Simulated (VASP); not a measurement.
Input of a VASP 6.6.1 run:

File INCAR:

```
SYSTEM = H3C2N
PREC = Accurate ; ENCUT = 1000
EDIFF = 1E-6 ; ISMEAR = -1
SIGMA = 0.05 ; LREAL = Auto
LASPH = .True. ; NELM = 120
ALGO = Normal ; ISIF = 2
LWAVE = .False. ; LCHARG = .False.
GGA = PE ; IVDW = 12
NBANDS = 72 ; GGA_COMPAT = .False.
```

File KPOINTS:

```
regular mesh
0
Gamma
  1 1 1
  0 0 0
```

POSCAR

```
H3C2N
1.0
    8.0517480000      0.0000000000      0.0000000000
    0.0000000000      8.0517480000      0.0000000000
    0.0000000000      0.0000000000      8.0517480000
C N H
12 6 18
Direct
    0.3807664726      0.2125295652      0.3252726845
    0.4740070591      0.2874488545      0.4590274223
    0.3086285861      0.7667230179      0.4362976695
    0.3296576250      0.6645509569      0.2892909496
    0.8791377546      0.5657150630      0.4315878676
    0.8949498105      0.6516387436      0.2739587497
    0.7750465306      0.1318971004      0.8514820795
    0.6222920783      0.0714442586      0.9251071740
    0.8507355615      0.0937655515      0.3083693304
    0.7665397253     -0.0070261246      0.4310157853
    0.2302737045      0.3376338439      0.8625911015
    0.1629170981      0.2394192764      0.7269194250
    0.5482423026      0.3499388302      0.5661308910
    0.3451802566      0.5803315667      0.1729684468
    0.9087955004      0.7227102042      0.1489595628
    0.5008213896      0.0264118813      0.9889153845
    0.6932093672     -0.0873143565      0.5260979729
    0.1064903243      0.1623463865      0.6181037553
    0.3595314832      0.3068017554      0.2290186736
    0.4481308912      0.1078601635      0.2699196283
    0.2614530570      0.1691683009      0.3749316148
    0.4294943957      0.8130506667      0.4802361753
    0.2271253892      0.8726343504      0.4095553482
    0.2519720100      0.6932198243      0.5363330660
    0.8952756879      0.6543682144      0.5339965614
    0.7549532342      0.5110317796      0.4456328463
    0.9729209425      0.4670728361      0.4421815693
    0.8616937364      0.0289163811      0.8313933332
    0.7472265550      0.1915012952      0.7322274927
    0.8322556181      0.2246142482      0.9337384741
    0.8544591611      0.2235679008      0.3496092593
    0.9775609004      0.0485149328      0.2890104964
    0.7822885175      0.0838250360      0.1908209951
    0.3653118564      0.3210794318      0.8693931124
    0.2029847118      0.4701597367      0.8447353203
    0.1757920054      0.2980984265      0.9813119812
```

Potentials or basis: VASP PAW PBE potentials, release 64 (C_h, N_h, H_h).

Launch:

```console
$ cat potpaw_PBE.64/C_h/POTCAR potpaw_PBE.64/N_h/POTCAR potpaw_PBE.64/H_h/POTCAR > POTCAR
$ mpirun -np 1 vasp_gam > vasp.out
```

Problem. Predict the band gap on the k mesh.

Solution. 6.32 eV.

Problem. What does it give for the dispersion energy per atom?

Solution. -0.046 eV.

Problem. Estimate the largest force.

Solution. 0.373 eV/Å.

Problem. Predict the pressure.

Solution. -0.1 GPa.

Stress tensor (GPa, compression positive):
```
 0.02 -0.04 -0.11
-0.04 -0.16 -0.11
-0.11 -0.11 -0.26
```

Caveat: the k points lie up to 0.78 Å⁻¹ apart.
